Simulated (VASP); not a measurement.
# Ti8Al23 (a cell with a defect): single point with PBE

The system is Ti8Al23 (a cell with a defect).

```
Ti Al
1.0
     7.68950    0.00000    0.00000
     0.00000    7.68950    0.00000
     0.00000    0.00000    8.62372
Ti Al
8 23
Direct
  0.99997 0.00113 0.00016
  0.24663 0.25350 0.50933
  0.00144 0.49870 0.00090
  0.25171 0.74964 0.50026
  0.50414 0.99600 0.99147
  0.75047 0.24841 0.50026
  0.49900 0.50016 0.00016
  0.74926 0.75086 0.49981
  0.00205 0.99972 0.49394
  0.25083 0.24931 0.98687
  0.00519 0.24622 0.25199
  0.24802 0.99781 0.75055
  0.99896 0.25080 0.75119
  0.37590 0.12421 0.25071
  0.99793 0.50218 0.49834
  0.25021 0.75154 0.00679
  0.00127 0.75078 0.25035
  0.24934 0.50116 0.75119
  0.99984 0.74914 0.75029
  0.25392 0.49493 0.25198
  0.49984 0.00028 0.51551
  0.74860 0.24993 0.00680
  0.75207 0.99893 0.74959
  0.50231 0.25211 0.75056
  0.74557 0.00308 0.24861
  0.50040 0.49807 0.49394
  0.75283 0.74731 0.00230
  0.49704 0.75457 0.24860
  0.75099 0.50028 0.75030
  0.50118 0.74806 0.74960
  0.74936 0.49885 0.25036
```

```json
{
  "Program": "VASP 6.6.1",
  "Task": "single point",
  "Functional": "PBE",
  "Potentials or basis": "VASP PAW PBE potentials, release 64 (Ti_sv, Al)",
  "Cutoff": "520 eV",
  "k mesh": "3 × 3 × 3",
  "Occupations": "methfessel-paxton, width 0.1 eV",
  "Spin": "no spin polarisation",
  "Dipole correction": "no",
  "Further INCAR settings": "LREAL = Auto; ALGO = Normal; EDIFF = 1e-06; NBANDS = 104"
}
```

The pressure is -0.3 GPa, the largest force is 0.123 eV/Å and the band gap on the k mesh is zero (an odd number of electrons rules out a gap without spin polarisation).

Forces on the atoms (eV/Å):
```
Ti  -0.086 -0.023 -0.036
Ti  -0.044  0.045 -0.005
Ti  -0.002 -0.002  0.010
Ti  -0.021 -0.092  0.045
Ti   0.057 -0.053  0.002
Ti   0.093  0.021  0.047
Ti   0.023  0.088 -0.035
Ti  -0.002 -0.002 -0.003
Al   0.014  0.027 -0.042
Al   0.020 -0.020  0.047
Al   0.049 -0.104  0.001
Al   0.025  0.017 -0.004
Al  -0.078 -0.047 -0.024
Al  -0.005  0.005  0.007
Al   0.024 -0.022 -0.013
Al   0.026  0.017  0.043
Al   0.078  0.073 -0.003
Al   0.045  0.078 -0.025
Al  -0.019 -0.017  0.000
Al   0.104 -0.049  0.001
Al  -0.016  0.016 -0.075
Al  -0.017 -0.026  0.043
Al   0.061  0.044  0.025
Al  -0.017 -0.027 -0.003
Al  -0.048  0.114  0.005
Al  -0.028 -0.014 -0.042
Al  -0.025  0.026  0.010
Al  -0.112  0.048  0.005
Al   0.016  0.019 -0.001
Al  -0.043 -0.061  0.024
Al  -0.073 -0.078 -0.004
```

Stress tensor (GPa, compression positive):
```
-0.98 -0.01 -0.08
-0.01 -0.98  0.08
-0.08  0.08  1.13
```

Levels at points of the mesh, in eV from the Fermi level:
| k point | band 79 | band 80 | band 81 | band 82 | band 83 | band 84 | band 85 | band 86 |
| --- | --- | --- | --- | --- | --- | --- | --- | --- |
| (0.00, 0.00, 0.00) | -0.39 | -0.34 | -0.18 | -0.15 | 0.34 | 0.41 | 0.46 | 0.47 |

Run time: 26 min on 1 thread of Oxide Virtual Turin-like Processor, on a shared host, peak memory 0.74 GiB.
